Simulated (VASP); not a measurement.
# Al2Au (Fm-3m) in VASP: settings compared

The runs below take Al2Au through relaxation of cell and atoms, with LDA, PBE, PBEsol.

All numbers are computed with VASP 6.6.1; they aren't measurements. Logs are shortened: lines on timing, memory, paths and dates and some standing lists are left out, and cuts for length are marked.

### 1 The cell of the first run

Symmetry: Fm-3m, No. 225, cubic system. The conventional cell has a = 6.000 Å, b = 6.000 Å, c = 6.000 Å, α = 90.00°, β = 90.00°, γ = 90.00°. Au (site symmetry m-3m) has 8 Al at 2.60 Å within 3.4 Å. Al (site symmetry -43m) has 4 Au at 2.60 Å and 6 Al at 3.00 Å within 3.4 Å.

### 2 Relaxation of cell and atoms, LDA

File INCAR:

```
SYSTEM = Al2Au
PREC = Accurate ; ENCUT = 600
EDIFF = 1E-6 ; ISMEAR = -1
SIGMA = 0.05 ; LREAL = .False.
LASPH = .True. ; NELM = 60
ALGO = Normal ; ISIF = 3
LWAVE = .False. ; LCHARG = .False.
IBRION = 2 ; NSW = 60
EDIFFG = -0.01
```

File KPOINTS:

```
regular mesh
0
Gamma
  8 8 8
  0 0 0
```

File POSCAR:

```
Al2Au
1.0
    0.0000000000      3.0000000000      3.0000000000
    3.0000000000      0.0000000000      3.0000000000
    3.0000000000      3.0000000000      0.0000000000
Au Al
1 2
Direct
    0.0000000000      0.0000000000      0.0000000000
    0.7500000000      0.7500000000      0.7500000000
    0.2500000000      0.2500000000      0.2500000000
```

Potentials or basis: VASP PAW LDA potentials, release 64 (Au, Al).

Run with:

```console
$ cat potpaw_LDA.64/Au/POTCAR potpaw_LDA.64/Al/POTCAR > POTCAR
$ mpirun -np 1 vasp_std > vasp.out
```

OUTCAR:

```text
SYSTEM = Al2Au
   PREC = Accurate
   ENCUT = 600
   EDIFF = 1E-6
   ISMEAR = -1
   LREAL = .False.
   LASPH = .True.
   NELM = 60
   ISIF = 3
   IBRION = 2
   NSW = 60
   EDIFFG = -0.01

 ion  position               nearest neighbor table
   1  0.000  0.000  0.000-   2 2.60   2 2.60   2 2.60   2 2.60   3 2.60   3 2.60   3 2.60   3 2.60

   2  0.750  0.750  0.750-   1 2.60   1 2.60   1 2.60   1 2.60   3 3.00   3 3.00   3 3.00   3 3.00
                             3 3.00   3 3.00
   3  0.250  0.250  0.250-   1 2.60   1 2.60   1 2.60   1 2.60   2 3.00   2 3.00   2 3.00   2 3.00
                             2 3.00   2 3.00

  LATTYP: Found a face centered cubic cell.
 ALAT       =     6.0000000000

  Lattice vectors:

 A1 = (   0.0000000000,   3.0000000000,   3.0000000000)
 A2 = (   3.0000000000,   0.0000000000,   3.0000000000)
 A3 = (   3.0000000000,   3.0000000000,   0.0000000000)

Analysis of symmetry for initial positions (statically):
=====================================================================
 Subroutine PRICEL returns:
 Original cell was already a primitive cell.

 Routine SETGRP: Setting up the symmetry group for a
 face centered cubic supercell.

 Subroutine GETGRP returns: Found 48 space group operations
 (whereof 48 operations were pure point group operations)
 out of a pool of 48 trial point group operations.

The static configuration has the point symmetry O_h .

Analysis of symmetry for dynamics (positions and initial velocities):
=====================================================================
 Subroutine PRICEL returns:
 Original cell was already a primitive cell.

 Routine SETGRP: Setting up the symmetry group for a
 face centered cubic supercell.

 Subroutine GETGRP returns: Found 48 space group operations
 (whereof 48 operations were pure point group operations)
 out of a pool of 48 trial point group operations.

The dynamic configuration has the point symmetry O_h .

 Subroutine INISYM returns: Found 48 space group operations
 (whereof 48 operations are pure point group operations),
 and found     1 'primitive' translations

----------------------------------------------------------------------------------------

                                     Primitive cell

  volume of cell :      54.0000

  direct lattice vectors                    reciprocal lattice vectors
     0.000000000  3.000000000  3.000000000    -0.166666667  0.166666667  0.166666667
     3.000000000  0.000000000  3.000000000     0.166666667 -0.166666667  0.166666667
     3.000000000  3.000000000  0.000000000     0.166666667  0.166666667 -0.166666667

  length of vectors
     4.242640687  4.242640687  4.242640687     0.288675135  0.288675135  0.288675135

  position of ions in fractional coordinates (direct lattice)
     0.000000000  0.000000000  0.000000000
     0.750000000  0.750000000  0.750000000
     0.250000000  0.250000000  0.250000000

  ion indices of the primitive-cell ions
   primitive index   ion index
                 1           1
                 2           2
                 3           3

----------------------------------------------------------------------------------------

 KPOINTS: regular mesh

Automatic generation of k-mesh.
 Grid dimensions read from file:
 generate k-points for:    8    8    8

 Generating k-lattice:

  Cartesian coordinates                     Fractional coordinates (reciprocal lattice)
    -0.020833333  0.020833333  0.020833333     0.125000000  0.000000000  0.000000000
     0.020833333 -0.020833333  0.020833333     0.000000000  0.125000000  0.000000000
     0.020833333  0.020833333 -0.020833333     0.000000000  0.000000000  0.125000000

  Length of vectors
     0.036084392  0.036084392  0.036084392

  Shift w.r.t. Gamma in fractional coordinates (k-lattice)
     0.000000000  0.000000000  0.000000000

 Subroutine IBZKPT returns following result:
 ===========================================

 Found     29 irreducible k-points:

 Following reciprocal coordinates:
            Coordinates               Weight
  0.000000  0.000000  0.000000      1.000000
  0.125000  0.000000  0.000000      8.000000
  0.250000  0.000000  0.000000      8.000000
  0.375000  0.000000  0.000000      8.000000
  0.500000  0.000000  0.000000      4.000000
  0.125000  0.125000  0.000000      6.000000
[... 16 lines left out ...]
  0.500000  0.250000  0.125000     48.000000
 -0.375000  0.250000  0.125000     24.000000
 [... further k-points ...]
   k-points           NKPTS =     29   k-points in BZ     NKDIM =     29   number of bands    NBANDS=     12
   number of dos      NEDOS =    301   number of ions     NIONS =      3
   total plane-waves  NPLWV =  46656
   dimension x,y,z NGX =    36 NGY =   36 NGZ =   36
   dimension x,y,z NGXF=    72 NGYF=   72 NGZF=   72
   ions per type =               1   2
   NGX,Y,Z   is equivalent  to a cutoff of  14.11, 14.11, 14.11 a.u.
   NGXF,Y,Z  is equivalent  to a cutoff of  28.21, 28.21, 28.21 a.u.
 SYSTEM =  Al2Au
   PREC   = accura    normal or accurate (medium, high low for compatibility)
   ISTART =      0    job   : 0-new  1-cont  2-samecut
   ICHARG =      2    charge: 1-file 2-atom 10-const
   ISPIN  =      1    spin polarized calculation?
   LNONCOLLINEAR =      F non collinear calculations
   LSORBIT =      F    spin-orbit coupling
   LASPH  =      T    aspherical Exc in radial PAW
   ENCUT  =  600.0 eV  44.10 Ry    6.64 a.u.   8.47  8.47  8.47*2*pi/ulx,y,z
   NELM   =     60;   NELMIN=  2; NELMDL= -5     # of ELM steps
   EDIFF  = 0.1E-05   stopping-criterion for ELM
   LREAL  =      F    real-space projection
   EDIFFG = -.1E-01   stopping-criterion for IOM
   NSW    =     60    number of steps for IOM
   IBRION =      2    ionic relax: 0-MD 1-quasi-New 2-CG
   NFREE  =      1    steps in history (QN), initial steepest desc. (CG)
   ISIF   =      3    stress and relaxation
   ISYM   =      2    0-nonsym 1-usesym 2-fastsym
   POTIM  = 0.5000    time-step for ionic-motion
   TEBEG  =    0.0;   TEEND  =   0.0 temperature during run
   PSTRESS=    0.0 pullay stress
   NELECT =      17.0000    total number of electrons
   NUPDOWN=      -1.0000    fix difference up-down
   EMIN   =  10.00;   EMAX   =-10.00  energy-range for DOS
   EFERMI =   0.00;   METHOD = LEGACY
   ISMEAR =    -1;   SIGMA  =   0.05  broadening in eV -4-tet -1-fermi 0-gaus
   EFERMI_NEDOS =   21; number of points for ismear=-14 and -15
   IALGO  =     38    algorithm
   IMIX   =      4    mixing-type and parameters
     AMIX     =   0.40;   BMIX     =  1.00
     AMIX_MAG =   1.60;   BMIX_MAG =  1.00
  volume/ion in A,a.u.               =      18.00       121.47
  Fermi-wavevector in a.u.,A,eV,Ry     =   1.113679  2.104547 16.875035  1.240280
  Thomas-Fermi vector in A             =   2.250266
   LORBIT       =      0    0 simple, 1 ext, 2 COOP (PROOUT), +10 PAW based schemes
   GGA     = CA    functional components
   LHFCALC =     F    Hartree Fock is set to
   AEXX    =    0.0000 exact exchange contribution
   IVDW    =     0    specifies the selected vdW correction
   LEPSILON=     F    determine dielectric tensor
   LRPA    =     F    only Hartree local field effects (RPA)
 conjugate gradient relaxation of ions
 non-spin polarized calculation
  energy-cutoff  :      600.00
  volume of cell :       54.00
 maximum number of plane-waves:      1826
 NGX is ok and might be reduce to    36
   NGX = 17   NGY = 17   NGZ = 17

--------------------------------------- Ionic step        1  -------------------------------------------

 number of electron      17.0000001 magnetization

 Free energy of the ion-electron system (eV)
  ---------------------------------------------------
  ext. energy  EPLUGINS =         0.00000000
  ---------------------------------------------------
  free energy    TOTEN  =       -14.29256417 eV

  energy without entropy =      -14.28358415  energy(sigma->0) =      -14.28807416

------------------------ aborting loop because EDIFF is reached ----------------------------------------

  FORCE on cell =-STRESS in cart. coord.  units (eV):
  Direction    XX          YY          ZZ          XY          YZ          ZX
  --------------------------------------------------------------------------------------
  -------------------------------------------------------------------------------------
  Total       -0.8101323     -0.8101323     -0.8101323      0.0000000     -0.0000000      0.0000000
  in kB      -24.0365851    -24.0365851    -24.0365851      0.0000000     -0.0000000      0.0000000
  external PRESSURE =     -24.0365851 kB  Pullay stress =       0.0000000 kB
[... 59 lines left out ...]
  energy  without entropy=      -14.2869536363  energy(sigma->0) =      -14.29068567

--------------------------------------- Ionic step        3  -------------------------------------------

 number of electron      17.0000002 magnetization

 Free energy of the ion-electron system (eV)
  ---------------------------------------------------
  ext. energy  EPLUGINS =         0.00000000
  ---------------------------------------------------
  free energy    TOTEN  =       -14.30119076 eV

  energy without entropy =      -14.29297374  energy(sigma->0) =      -14.29708225

 E-fermi :   7.8455     XC(G=0): -10.8075

 val. band max:        7.8400206759   @ k =  -0.1250   0.1250   0.0000
 cond. band min:       7.8719754468   @ k =   0.3750   0.1250   0.0000
 fundamental gap:      0.0319547709
 Fermi energy:         7.8454603361

 k-point     1 :       0.0000    0.0000    0.0000
  band No.  band energies     occupation
      1      -2.8576      2.00000
      2       1.0949      2.00000
      3       1.0949      2.00000
      4       1.0949      2.00000
      5       2.0834      2.00000
      6       2.0834      2.00000
      7      10.1039      0.00000
      8      10.7975      0.00000
      9      10.7975      0.00000
     10      10.7975      0.00000
     11      11.8488      0.00000
     12      11.8488      0.00000
[... 331 lines left out ...]
 k-point    24 :      -0.3750    0.2500    0.1250
  band No.  band energies     occupation
      1      -0.2632      2.00000
      2       0.8503      2.00000
      3       1.4660      2.00000
      4       1.5821      2.00000
      5       2.0133      2.00000
      6       2.2770      2.00000
      7       2.8450      2.00000
      8       5.7515      2.00000
      9       7.0082      2.00000
     10      10.8000      0.00000
     11      11.7874      0.00000
     12      13.8108      0.00000

 [... further k-points ...]
[... 5 lines left out ...]
  --------------------------------------------------------------------------------------
  -------------------------------------------------------------------------------------
  Total       -0.0056551     -0.0056551     -0.0056551     -0.0000000      0.0000000      0.0000000
  in kB       -0.1713514     -0.1713514     -0.1713514     -0.0000000      0.0000000      0.0000000
  external PRESSURE =      -0.1713514 kB  Pullay stress =       0.0000000 kB
[... 18 lines left out ...]
  FREE ENERGIE OF THE ION-ELECTRON SYSTEM (eV)
  ---------------------------------------------------
  free  energy   TOTEN  =       -14.3011907622 eV

  energy  without entropy=      -14.2929737379  energy(sigma->0) =      -14.29708225

 reached required accuracy - stopping structural energy minimisation
```

It took 66 s on 1 thread of AMD EPYC 7R43 (Zen 3), shared host; peak memory 0.15 GiB.

Results:

| Item | Value |
| --- | --- |
| Free energy | -14.3012 eV |
| Relaxed volume | 17.63 Å³/atom |
| Relaxed cell | a = 4.213 Å, b = 4.213 Å, c = 4.213 Å, α = 60.00°, β = 60.00°, γ = 60.00° |
| Space group after relaxing (to 0.05 Å) | Fm-3m (No. 225) |
| Energy gained by relaxing | 2.9 meV/atom |
| Ionic steps | 3 |
| Pressure after relaxing | 0.0 GPa |

The path:
```
step  energy change (eV)  largest force (eV/Å)  pressure (GPa)  volume (Å³)
   1              0.0000                0.0000           -2.40        54.00
   2             -0.0019                0.0000            2.32        51.92
   3             -0.0086                0.0000           -0.02        52.88
```

Final structure:
```cif
data_structure
_symmetry_space_group_name_H-M 'P 1'
_symmetry_Int_Tables_number 1
_cell_length_a 4.2130
_cell_length_b 4.2130
_cell_length_c 4.2130
_cell_angle_alpha 60.000
_cell_angle_beta 60.000
_cell_angle_gamma 60.000
_cell_volume 52.88
loop_
_atom_site_label
_atom_site_type_symbol
_atom_site_fract_x
_atom_site_fract_y
_atom_site_fract_z
_atom_site_occupancy
Au1 Au 0.00000 0.00000 0.00000 1
Al1 Al 0.75000 0.75000 0.75000 1
Al2 Al 0.25000 0.25000 0.25000 1
```

Caveat: spin-orbit coupling is left out, which moves the levels of the heavy elements.

### 3 Relaxation of cell and atoms, PBE

File INCAR:

```
SYSTEM = Al2Au
ALGO     = Normal         ! electronic algorithm
EDIFF    = 1E-6           ! SCF threshold, eV
EDIFFG   = -0.01          ! ionic threshold
ENCUT    = 600            ! plane-wave cutoff, eV
GGA      = PE             ! functional
IBRION   = 2              ! ionic algorithm
ISIF     = 3              ! what is computed and relaxed
ISMEAR   = -1             ! smearing method
LASPH    = .True.         ! aspherical terms in the spheres
LCHARG   = .False.        ! write CHGCAR
LREAL    = .False.        ! projectors in reciprocal space
LWAVE    = .False.        ! write WAVECAR
NELM     = 80             ! most SCF steps
NSW      = 60             ! ionic steps
PREC     = Accurate       ! precision mode
SIGMA    = 0.05           ! smearing width, eV
```

File KPOINTS:

```
k-points
0
Gamma
  8 8 8
  0 0 0
```

POSCAR is that of step 2.

Potentials or basis: VASP PAW PBE potentials, release 64 (Au, Al).

Run with:

```console
$ cat potpaw_PBE.64/Au/POTCAR potpaw_PBE.64/Al/POTCAR > POTCAR
$ mpirun -np 1 vasp_std > vasp.out
```

It took 81 s on 1 thread of AMD EPYC 7R43 (Zen 3), shared host; peak memory 0.18 GiB.

It converged, with:

| Quantity | Value |
| --- | --- |
| Free energy | -12.0324 eV |
| Relaxed volume | 18.51 Å³/atom |
| Relaxed cell | a = 4.282 Å, b = 4.282 Å, c = 4.282 Å, α = 60.00°, β = 60.00°, γ = 60.00° |
| Space group after relaxing (to 0.05 Å) | Fm-3m (No. 225) |
| Energy gained by relaxing | 4.7 meV/atom |
| Ionic steps | 3 |
| Pressure after relaxing | 0.0 GPa |

The path:
```
step  energy change (eV)  largest force (eV/Å)  pressure (GPa)  volume (Å³)
   1              0.0000                0.0000            3.08        54.00
   2             -0.0056                0.0000           -2.17        56.75
   3             -0.0141                0.0000            0.01        55.52
```

Final structure:
```
Au Al
1.0
     0.00000    3.02784    3.02784
     3.02784    0.00000    3.02784
     3.02784    3.02784    0.00000
Au Al
1 2
Cartesian
  0.0000 0.0000 0.0000
  4.5418 4.5418 4.5418
  1.5139 1.5139 1.5139
```

Levels at points of the mesh, in eV from the Fermi level:
| k point | band 6 | band 7 | band 8 | band 9 | band 10 | band 11 | band 12 |
| --- | --- | --- | --- | --- | --- | --- | --- |
| (0.00, 0.00, 0.00) | -5.52 | 2.05 | 2.95 | 2.95 | 2.95 | 3.79 | 3.79 |
| (0.50, 0.00, 0.00) | -5.41 | -5.34 | 0.38 | 0.38 | 3.24 | 3.38 | 3.73 |
| (0.50, 0.50, 0.00) | -5.23 | -4.93 | -2.04 | -2.04 | 1.11 | 2.09 | 7.63 |

Caveat: spin-orbit coupling is left out, which moves the levels of the heavy elements. Zero-point motion and thermal expansion aren't in these numbers.

(Continued in part 2 of 2.)
